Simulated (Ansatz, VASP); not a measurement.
**LiH: VASP beside Ansatz**

```xyz
2
Lattice="0.0000 1.9952 1.9952 1.9952 0.0000 1.9952 1.9952 1.9952 0.0000" Properties=species:S:1:pos:R:3 pbc="T T T"
Li    0.0000    0.0000    0.0000
H     1.9952    1.9952    1.9952
```

Alike in both runs: task single point; functional LDA; k mesh 11 × 11 × 11; occupations fermi-dirac, width 0.05 eV; no spin polarisation.

|  | VASP | Ansatz |
| --- | --- | --- |
| version | VASP 6.6.1 | Ansatz 0.2.0 |
| potentials or method | VASP PAW LDA potentials, release 64 (Li_sv, H) | Ansatz PAW |
| plane-wave cutoff (eV) | 520 | 420 |
| valence electrons in the cell | 4 | 4 |

```csv
,VASP,Ansatz,Ansatz less VASP
gap on the k mesh at the Fermi level (eV),2.80,2.80,+0.008
least direct gap on the mesh (eV),2.80,2.80,+0.008
```

LDA's correlation is that of Perdew and Zunger in VASP and of Perdew and Wang (1992) in Ansatz.

Noted on VASP's run: the cutoff is short for stress, so the pressure is rough. Noted on Ansatz's run: odd divisions of the mesh miss points on the zone boundary, where band edges often lie, so the gap on the mesh can be too wide.
